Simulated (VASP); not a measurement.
**Mg4Cd: relaxation of cell and atoms with PBE**

Mg4Cd:

```
Mg Cd
1.0
     2.40573   -5.26554    0.00000
     2.40573    5.26554    0.00000
     0.00000    0.00000    4.85604
Mg Cd
4 1
Direct
  0.65064 0.34936 0.00000
  0.84475 0.15525 0.50000
  0.34936 0.65064 0.00000
  0.15525 0.84475 0.50000
  0.50000 0.50000 0.50000
```

The cell was generated, and may not be a known phase.

```json
{"Program": "VASP 6.6.1", "Task": "relaxation of cell and atoms", "Functional": "PBE", "Potentials or basis": "VASP PAW PBE potentials, release 64 (Mg, Cd)", "Cutoff": "600 eV", "k mesh": "8 × 8 × 8", "Occupations": "gaussian, width 0.1 eV", "Spin": "no spin polarisation", "Dipole correction": "no", "Further INCAR settings": "ALGO = Fast; EDIFF = 1e-06; IBRION = 2; EDIFFG = -0.01; NSW = 100; ISIF = 3"}
```

| Item | Value |
| --- | --- |
| Relaxed volume | 24.55 Å³/atom |
| Relaxed cell | a = 5.785 Å, b = 5.785 Å, c = 4.852 Å, α = 90.00°, β = 90.00°, γ = 130.89° |
| Space group after relaxing (to 0.1 Å) | Cmmm (No. 65) |
| Energy gained by relaxing | 0.0 meV/atom |
| Ionic steps | 2 |
| Pressure after relaxing | 0.0 GPa |
| Band gap on the k mesh | zero (bands 10 and 11 overlap by 2.21 eV) |

Forces in eV/Å, atoms in the order of the input:
```
Mg   0.000 -0.002  0.000
Mg   0.000  0.003  0.000
Mg   0.000  0.002  0.000
Mg   0.000 -0.003  0.000
Cd   0.000  0.000  0.000
```

Step by step:
```tsv
step	energy change (eV)	largest force (eV/Å)	pressure (GPa)	volume (Å³)
1	0.0000	0.0037	-0.11	123.03
2	-0.0001	0.0029	-0.04	122.73
```

Final structure:
```
Mg Cd
1.0
     2.40375   -5.26156    0.00000
     2.40375    5.26156    0.00000
     0.00000    0.00000    4.85179
Mg Cd
4 1
Direct
  0.65064 0.34936 0.00000
  0.84474 0.15526 0.50000
  0.34936 0.65064 0.00000
  0.15526 0.84474 0.50000
  0.50000 0.50000 0.50000
```

Levels at points of the mesh, in eV from the Fermi level:
```tsv
k point	band 8	band 9	band 10	band 11	band 12	band 13
(0.00, 0.00, 0.00)	-1.44	-0.85	0.51	0.57	0.69	1.47
(0.50, 0.00, 0.00)	-2.12	-2.08	0.51	1.68	1.71	2.04
(0.50, 0.50, 0.00)	-0.77	0.47	0.52	0.60	1.13	1.86
(0.00, 0.00, 0.50)	-0.51	-0.34	0.01	1.34	1.41	2.04
(0.50, 0.00, 0.50)	-3.19	-2.20	-1.30	-0.59	-0.48	1.13
(0.50, 0.50, 0.50)	-3.41	-3.11	0.20	1.60	1.80	2.17
```

Wall time 8.9 min on 1 thread of Oxide Virtual Turin-like Processor (shared host), peak memory 0.45 GiB.
